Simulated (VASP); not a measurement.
# NaCl: relaxation of cell and atoms with PBE+D4

NaCl:

```xyz
2
Lattice="0.0000 2.7941 2.7941 2.7941 0.0000 2.7941 2.7941 2.7941 0.0000" Properties=species:S:1:pos:R:3 pbc="T T T"
Cl    2.7941    2.7941    2.7941
Na    0.0000    0.0000    0.0000
```

```
Program                : VASP 6.6.1
Task                   : relaxation of cell and atoms
Functional             : PBE
Dispersion             : D4
Potentials or basis    : VASP PAW PBE potentials, release 64 (Cl, Na_pv)
Cutoff                 : 600 eV
k mesh                 : 8 × 8 × 8
Occupations            : fermi-dirac, width 0.05 eV
Spin                   : no spin polarisation
Dipole correction      : no
Further INCAR settings : ALGO = Normal; EDIFF = 1e-07; IBRION = 2; EDIFFG = -0.01; NSW = 60; ISIF = 3
```

```
Relaxed volume                         : 22.40 Å³/atom
Relaxed cell                           : a = 3.987 Å, b = 3.987 Å, c = 3.987 Å, α = 60.00°, β = 60.00°, γ = 60.00°
Space group after relaxing (to 0.05 Å) : Fm-3m (No. 225)
Energy gained by relaxing              : 1.2 meV/atom
Ionic steps                            : 3
Pressure after relaxing                : 0.0 GPa
Band gap on the k mesh                 : 5.11 eV, direct
Dispersion energy per atom             : -0.098 eV
```

The path:
```tsv
step	energy change (eV)	largest force (eV/Å)	pressure (GPa)	volume (Å³)
1	0.0000	0.0000	0.71	43.63
2	-0.0019	0.0000	0.32	44.24
3	-0.0025	0.0000	-0.02	44.81
```

Final structure:
```cif
data_structure
_symmetry_space_group_name_H-M 'P 1'
_symmetry_Int_Tables_number 1
_cell_length_a 3.9868
_cell_length_b 3.9868
_cell_length_c 3.9868
_cell_angle_alpha 60.000
_cell_angle_beta 60.000
_cell_angle_gamma 60.000
_cell_volume 44.81
loop_
_atom_site_label
_atom_site_type_symbol
_atom_site_fract_x
_atom_site_fract_y
_atom_site_fract_z
_atom_site_occupancy
Cl1 Cl 0.50000 0.50000 0.50000 1
Na1 Na 0.00000 0.00000 0.00000 1
```

Levels at points of the mesh, in eV from the valence-band top:
| k point | band 4 | band 5 | band 6 | band 7 | band 8 | band 9 | band 10 | band 11 |
| --- | --- | --- | --- | --- | --- | --- | --- | --- |
| (0.00, 0.00, 0.00) | -12.66 | 0.00 | 0.00 | 0.00 | 5.11 | 11.12 | 11.12 | 11.12 |
| (0.50, 0.00, 0.00) | -12.32 | -1.93 | -0.26 | -0.26 | 7.28 | 10.63 | 10.98 | 10.98 |
| (0.50, 0.50, 0.00) | -12.28 | -1.66 | -0.60 | -0.60 | 7.54 | 8.08 | 11.33 | 14.79 |

Wall time 31 s on 1 thread of Intel Xeon 6975P-C, on a shared host, peak memory 0.18 GiB.

A k mesh can miss the band edges. Expect the measured gap to be larger: semilocal functionals such as PBE lack the derivative discontinuity.
